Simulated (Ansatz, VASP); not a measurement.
# One calculation of SiC, two programs

The input INCAR:

```
ALGO     = Normal         # electronic algorithm
EDIFF    = 1E-6           # SCF threshold, eV
ENCUT    = 520            # plane-wave cutoff, eV
GGA      = PE             # functional
ISIF     = 2              # what is computed and relaxed
ISMEAR   = 0              # smearing method
LASPH    = T              # aspherical terms in the spheres
LCHARG   = F              # write CHGCAR
LREAL    = F              # projectors in reciprocal space
LWAVE    = F              # write WAVECAR
NBANDS   = 11             # bands
NELM     = 100            # most SCF steps
PREC     = Accurate       # precision mode
SIGMA    = 0.05           # smearing width, eV
```

The input KPOINTS:

```
k-points
0
Gamma
  10 10 10
```

Contents of POSCAR:

```
SiC
1.0
    0.0000000000      2.1739983056      2.1739983056
    2.1739983056      0.0000000000      2.1739983056
    2.1739983056      2.1739983056      0.0000000000
Si C
1 1
Direct
    0.0000000000      0.0000000000      0.0000000000
    0.7500000000      0.7500000000      0.7500000000
```

Input for Ansatz:

```yaml
crystal:
  lattice:
    - [0.0, 2.1739983056, 2.1739983056]
    - [2.1739983056, 0.0, 2.1739983056]
    - [2.1739983056, 2.1739983056, 0.0]
  atoms:
    - { symbol: Si, position: [0.0, 0.0, 0.0] }
    - { symbol: C, position: [0.75, 0.75, 0.75] }
basis:
  ecutwfc: 420
  ecutrho_ratio: 4
kpoints:
  mp_grid: { grid: [10, 10, 10] }
hamiltonian:
  xc: pbe
scf:
  occupations: { method: gaussian, width: 0.05 }
output:
  forces: true
  stress: true
  eigenvalues: true
```

Alike in both runs: task single point; functional PBE; k mesh 10 × 10 × 10; occupations gaussian, width 0.05 eV; no spin polarisation.

|  | VASP | Ansatz |
| --- | --- | --- |
| version | VASP 6.6.1 | Ansatz 0.2.0 |
| potentials or method | VASP PAW PBE potentials, release 64 (Si, C), cutoff 520 eV | scalar-relativistic, plane waves, PAW |
| valence electrons in the cell | 8 | 8 |

|  | VASP | Ansatz | Ansatz less VASP |
| --- | --- | --- | --- |
| gap on the k mesh at the Fermi level (eV) | 1.35 | 1.35 | +0.003 |
| least direct gap on the mesh (eV) | 4.55 | 4.55 | +0.004 |
| pressure (GPa) | 4.8 | 4.8 | +0.06 |

The functional is the same, so the differences come from potentials, cutoffs and numerics.
